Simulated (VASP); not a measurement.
A run of VASP 6.6.1:

File INCAR:

```
PREC = Accurate
ENCUT = 520
EDIFF = 1E-6
ISMEAR = -1
SIGMA = 0.1
LREAL = False
LASPH = True
NELM = 60
ALGO = Normal
ISIF = 2
LWAVE = False
LCHARG = True
GGA = RE
LELF = True
LVHAR = True
NBANDS = 38
```

The input KPOINTS:

```
regular mesh
0
Gamma
  12 12 3
```

File POSCAR:

```
Bi
1.0
    3.6389076848      0.0000000000      0.0000000000
   -1.8194538424      3.1513864971      0.0000000000
    0.0000000000      0.0000000000     12.1829463671
Bi
4
Direct
    0.0000000000      1.0000000000      1.0000000000
    0.0000000000      1.0000000000      0.5000000000
    0.3333333333      0.6666666667      0.2500000000
    0.6666666667      0.3333333333      0.7500000000
```

Potentials or basis: VASP PAW PBE potentials, release 64 (Bi_d).

Launch:

```sh
$ cat potpaw_PBE.64/Bi_d/POTCAR > POTCAR
$ mpirun -np 1 vasp_std > vasp.out
```

Hardware: 1 thread of Intel(R) Xeon(R) 6975P-C (Granite Rapids), on a shared host.

Q: How long does it take, and how much memory?

A: Wall time 73 s on 1 thread of Intel(R) Xeon(R) 6975P-C (Granite Rapids), on a shared host, peak memory 0.32 GiB. Counts: scf iterations 11, k points 38.
